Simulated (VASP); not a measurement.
A run of VASP 6.6.1:

Contents of INCAR:

```
SYSTEM = GaGe3
PREC = Accurate
ENCUT = 520
EDIFF = 1E-7
ISMEAR = -1
SIGMA = 0.05
LREAL = .False.
LASPH = .True.
NELM = 100
ALGO = Normal
ISIF = 2
LWAVE = .False.
LCHARG = .False.
GGA = PS
NBANDS = 36
```

Contents of KPOINTS:

```
Automatic mesh
0
Gamma
  6 6 6
  0 0 0
```

The input POSCAR:

```
GaGe3
1.0
    3.9347094740      0.0000000000      0.0000000000
    0.0000000000      3.9347094740      0.0000000000
    0.0000000000      0.0000000000      3.9347094740
Ge Ga
3 1
Direct
    0.5000000000      0.5000000000      0.0000000000
    0.5000000000      0.0000000000      0.5000000000
    0.0000000000      0.5000000000      0.5000000000
    0.0000000000      0.0000000000      0.0000000000
```

Potentials or basis: VASP PAW PBE potentials, release 64 (Ge_d, Ga_d).

Launch:

```console
$ cat potpaw_PBE.64/Ge_d/POTCAR potpaw_PBE.64/Ga_d/POTCAR > POTCAR
$ mpirun -np 1 vasp_std > vasp.out
```

Hardware: 1 thread of Intel(R) Xeon(R) Platinum 8375C CPU @ 2.90GHz (Ice Lake), with other jobs on the host.

How long does it take, and how much memory?

Run time: 32 s on 1 thread of Intel(R) Xeon(R) Platinum 8375C CPU @ 2.90GHz (Ice Lake), on a shared host, peak memory 0.18 GiB. Counts: scf iterations 13, k points 20.
